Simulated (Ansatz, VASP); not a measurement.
Na in VASP and in Ansatz

```xyz
1
Lattice="0.0000 2.5743 2.5743 2.5743 0.0000 2.5743 2.5743 2.5743 0.0000" Properties=species:S:1:pos:R:3 pbc="T T T"
Na    0.0000    0.0000    0.0000
```

Alike in both runs: task single point; functional PBE; k mesh 17 × 17 × 17; occupations fermi-dirac, width 0.1 eV; no spin polarisation.

|  | VASP | Ansatz |
| --- | --- | --- |
| version | VASP 6.6.1 | Ansatz 0.2.0 |
| potentials or method | VASP PAW PBE potentials, release 64 (Na_pv), cutoff 520 eV | plane waves (420 eV) with PAW, scalar-relativistic |
| valence electrons in the cell | 7 | 9 |

|  | VASP | Ansatz | Ansatz less VASP |
| --- | --- | --- | --- |
| pressure (GPa) | 0.7 | 0.8 | +0.04 |

VASP's potentials hold 7 valence electrons a cell and Ansatz's 9, so a difference there can come from the potentials and not from the codes.
